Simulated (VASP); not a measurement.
Write the native input for VASP 6.6.1 that does the following.

* Task: single point
* Functional: LDA
* Potentials or basis: VASP PAW LDA potentials, release 64 (Li_sv, O)
* Cutoff: 750 eV
* k mesh: 6 × 6 × 6
* Occupations: gaussian, width 0.1 eV
* Spin: no spin polarisation
* Dipole correction: no
* Further INCAR settings: ALGO = Normal; EDIFF = 1e-06; NBANDS = 13

The structure of Li2O lies in POSCAR:

```
Li2O
1.0
    0.0000000000      2.3095000000      2.3095000000
    2.3095000000      0.0000000000      2.3095000000
    2.3095000000      2.3095000000      0.0000000000
Li O
2 1
Direct
    0.2500000000      0.2500000000      0.2500000000
    0.7500000000      0.7500000000      0.7500000000
    0.0000000000      0.0000000000      0.0000000000
```

These files were run (other wordings do the same):

INCAR

```
ALGO = Normal ; EDIFF = 1E-6
ENCUT = 750 ; GGA = CA
GGA_COMPAT = False ; ISIF = 2
ISMEAR = 0 ; LASPH = True
LCHARG = True ; LELF = True
LREAL = False ; LVHAR = True
LWAVE = False ; NBANDS = 13
NELM = 120 ; PREC = Accurate
SIGMA = 0.1
```

KPOINTS

```
k-points
0
Gamma
  6 6 6
```

Potentials or basis: VASP PAW LDA potentials, release 64 (Li_sv, O).

The run is started by

```bash
$ cat potpaw_LDA.64/Li_sv/POTCAR potpaw_LDA.64/O/POTCAR > POTCAR
$ mpirun -np 1 vasp_std > vasp.out
```

It gave:

- Pressure: -6.8 GPa
- Band gap on the k mesh: 4.80 eV, indirect (least direct gap 5.25 eV)

It used 9.4 s of CPU time on 1 thread of Intel Xeon 6975P-C, on a shared host.
